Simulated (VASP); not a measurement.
A run of VASP 6.6.1 is set up as follows.

File POSCAR:

```
Al2Cu
1.0
    2.9134725748      2.9134725748      0.0000000000
   -2.9134725748      2.9134725748      0.0000000000
    0.0000000000      0.0000000000      5.3900981840
Al Cu
4 2
Direct
    0.5000000000      0.0000000000      0.2500000000
    0.0000000000      0.5000000000      0.2500000000
    0.0000000000      0.5000000000      0.7500000000
    0.5000000000      0.0000000000      0.7500000000
    0.0000000000      0.0000000000      0.5000000000
    0.5000000000      0.5000000000      0.0000000000
```

Contents of INCAR.step1:

```
SYSTEM = Al2Cu
  PREC = Accurate
  ENCUT = 520
  ISMEAR = 0
  SIGMA = 0.1
  LREAL = .FALSE.
  LASPH = .TRUE.
  NELM = 100
  NBANDS = 26
  GGA = PE
  ALGO = Normal
  EDIFF = 1E-4
  LWAVE = .TRUE.
  LCHARG = .FALSE.
```

INCAR.step2

```
SYSTEM = Al2Cu
  PREC = Accurate
  ENCUT = 520
  EDIFF = 1E-7
  ISMEAR = 0
  SIGMA = 0.1
  LREAL = .FALSE.
  LASPH = .TRUE.
  NELM = 100
  ALGO = Normal
  ISIF = 2
  LWAVE = .FALSE.
  LCHARG = .TRUE.
  METAGGA = R2SCAN
  LMIXTAU = .TRUE.
  LELF = .TRUE.
  LVHAR = .TRUE.
  NBANDS = 26
  ISTART = 1
```

The input KPOINTS:

```
regular mesh
0
G
  10 10 6
  0 0 0
```

Potentials or basis: VASP PAW PBE potentials, release 64 (Al, Cu).

Run with:

```console
$ cat potpaw_PBE.64/Al/POTCAR potpaw_PBE.64/Cu/POTCAR > POTCAR
$ cp INCAR.step1 INCAR
$ mpirun -np 1 vasp_std > vasp.out
$ cp INCAR.step2 INCAR
$ mpirun -np 1 vasp_std > vasp.out
```

Problem. Estimate the band gap on the k mesh.

Solution. Zero (bands 17 and 18 overlap by 4.10 eV).

Problem. Estimate the pressure.

Solution. 3.6 GPa.

Stress tensor (GPa, compression positive):
```
-0.10  0.00  0.00
 0.00 -0.10  0.00
 0.00  0.00 11.10
```

Caveat: the cell differs from its parent crystal (uniaxial strain along c: -6.0 %, then relaxed in part); the stress differs along the axes, from -0 to 11 GPa; the PAW data sets were made with another functional, which shifts forces and pressure a little.
